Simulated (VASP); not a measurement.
**HfO2: single point with PBE**

HfO2:

```
Hf O
1.0
     0.00000    2.50635    2.55750
     2.50635    0.00000    2.55750
     2.50635    2.50635    0.00000
Hf O
1 2
Direct
  0.00000 0.00000 0.00000
  0.75000 0.75000 0.75000
  0.25000 0.25000 0.25000
```

```yaml
Program: VASP 6.6.1
Task: single point
Functional: PBE
Potentials_or_basis: VASP PAW PBE potentials, release 64 (Hf_pv, O)
Cutoff: 520 eV
k_mesh: 8 × 8 × 8
Occupations: fermi-dirac, width 0.05 eV
Spin: no spin polarisation
Dipole_correction: no
Further_INCAR_settings: ALGO = Normal; EDIFF = 1e-06; NBANDS = 18
```

The pressure is 4.0 GPa and the band gap on the k mesh is 3.70 eV (least direct gap 3.74 eV).

Stress tensor (GPa, compression positive):
```
 7.24  0.00  0.00
 0.00  7.24  0.00
 0.00  0.00 -2.42
```

Levels at points of the mesh, in eV from the valence-band top:
| k point | band 8 | band 9 | band 10 | band 11 | band 12 | band 13 | band 14 | band 15 |
| --- | --- | --- | --- | --- | --- | --- | --- | --- |
| (0.00, 0.00, 0.00) | -5.49 | -0.87 | -0.60 | -0.60 | 3.70 | 3.94 | 5.89 | 10.49 |
| (0.50, 0.00, 0.00) | -3.14 | -2.84 | -1.93 | -1.91 | 4.54 | 4.63 | 7.03 | 9.03 |
| (0.50, 0.50, 0.00) | -3.56 | -1.56 | -1.56 | -0.22 | 3.76 | 5.50 | 6.47 | 8.12 |
| (0.50, 0.00, 0.50) | -3.51 | -1.84 | -1.47 | 0.00 | 3.74 | 5.51 | 6.79 | 8.17 |

It took 63 s on 1 thread of Intel Xeon 8259CL (shared host), peak memory 0.18 GiB.

Caveat: the cell stands under pressure; spin-orbit coupling is left out, which moves the levels of the heavy elements. A k mesh can miss the band edges.
